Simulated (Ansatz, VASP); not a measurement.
# SrO in VASP and in Ansatz

INCAR

```
SYSTEM = SrO
PREC = Accurate
ENCUT = 600
EDIFF = 1E-6
ISMEAR = 0
SIGMA = 0.02
LREAL = .FALSE.
LASPH = .TRUE.
NELM = 80
ALGO = Normal
ISIF = 3
LWAVE = .FALSE.
LCHARG = .FALSE.
GGA = PE
IBRION = 2
NSW = 100
EDIFFG = -0.005
```

Contents of KPOINTS:

```
regular mesh
0
G
  9 9 4
  0 0 0
```

File POSCAR:

```
SrO
1.0
    3.5532880902      0.0000000000      0.0000000000
   -1.7766440451      3.0772377531      0.0000000000
    0.0000000000      0.0000000000      6.2173039800
Sr O
2 2
Direct
    0.3333333300      0.6666666700      0.2500000000
    0.6666666700      0.3333333300      0.7500000000
    0.0000000000      0.0000000000      0.0000000000
    0.0000000000      0.0000000000      0.5000000000
```

Input for Ansatz:

```yaml
crystal:
  lattice:
    - [3.5532880902, 0.0, 0.0]
    - [-1.7766440451, 3.0772377531, 0.0]
    - [0.0, 0.0, 6.21730398]
  atoms:
    - { symbol: Sr, position: [0.33333333, 0.66666667, 0.25] }
    - { symbol: Sr, position: [0.66666667, 0.33333333, 0.75] }
    - { symbol: O, position: [0.0, 0.0, 0.0] }
    - { symbol: O, position: [0.0, 0.0, 0.5] }
basis:
  ecutwfc: 420
kpoints:
  mp_grid: { grid: [9, 9, 4] }
hamiltonian:
  xc: pbe
scf:
  occupations: { method: gaussian, width: 0.02 }
output:
  forces: true
  stress: true
  eigenvalues: true
relax:
  adjacent_minimum: "off"
  f_tol: 0.005
  max_steps: 80
  cell: { stress_tol: 0.05 }
```

Alike in both runs: task relaxation of cell and atoms; functional PBE; k mesh 9 × 9 × 4; occupations gaussian, width 0.02 eV; no spin polarisation.

|  | VASP | Ansatz |
| --- | --- | --- |
| version | VASP 6.6.1 | Ansatz 0.2.0 |
| potentials or method | VASP PAW PBE potentials, release 64 (Sr_sv, O), cutoff 600 eV | scalar-relativistic, plane waves, PAW |
| valence electrons in the cell | 32 | 32 |

VASP gave:

- gap on the k mesh at the Fermi level, each at its own relaxed structure (eV): 2.94
- relaxed volume (Å³/atom): 17.39
- relaxed cell length with the largest relative difference (Å): 3.585

What did Ansatz give for the same quantities?

gap on the k mesh at the Fermi level, each at its own relaxed structure (eV): 2.97; relaxed volume (Å³/atom): 17.29; relaxed cell length with the largest relative difference (Å): 3.577.
